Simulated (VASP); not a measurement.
A run of VASP 6.6.1:

File POSCAR:

```
TiNi
1.0
    2.9880661300      0.0000000000      0.0000000000
    0.0000000000      2.9880661300      0.0000000000
    0.0000000000      0.0000000000      2.9880661300
Ti Ni
1 1
Direct
    0.5000000000      0.5000000000      0.5000000000
    0.0000000000      0.0000000000      0.0000000000
```

File INCAR.step1:

```
ALGO = Normal
EDIFF = 1E-4
ENCUT = 520
GGA = PE
ISMEAR = -1
ISPIN = 2
LASPH = True
LCHARG = False
LMAXMIX = 4
LREAL = False
LWAVE = True
MAGMOM = 1 -1.5
NBANDS = 22
NELM = 150
PREC = Accurate
SIGMA = 0.05
```

INCAR.step2

```
ALGO = Normal
EDIFF = 1E-6
ENCUT = 520
ISIF = 2
ISMEAR = -1
ISPIN = 2
ISTART = 1
LASPH = True
LCHARG = False
LMAXMIX = 4
LMIXTAU = True
LORBIT = 11
LREAL = False
LWAVE = False
MAGMOM = 1 -1.5
METAGGA = R2SCAN
NBANDS = 22
NELM = 150
PREC = Accurate
SIGMA = 0.05
```

KPOINTS

```
k-points
0
Gamma
  11 11 11
```

Potentials or basis: VASP PAW PBE potentials, release 64 (Ti_sv, Ni).

The run is started by

```sh
$ cat potpaw_PBE.64/Ti_sv/POTCAR potpaw_PBE.64/Ni/POTCAR > POTCAR
$ cp INCAR.step1 INCAR
$ mpirun -np 1 vasp_std > vasp.out
$ cp INCAR.step2 INCAR
$ mpirun -np 1 vasp_std > vasp.out
```

Hardware: 1 thread of Intel(R) Xeon(R) Platinum 8488C (Sapphire Rapids), with other jobs on the host.

**Question.** Estimate the wall time of this run.

**Answer.** Run time: 110 s on 1 thread of Intel(R) Xeon(R) Platinum 8488C (Sapphire Rapids) (shared host), peak memory 0.19 GiB. Counts: k points 56.
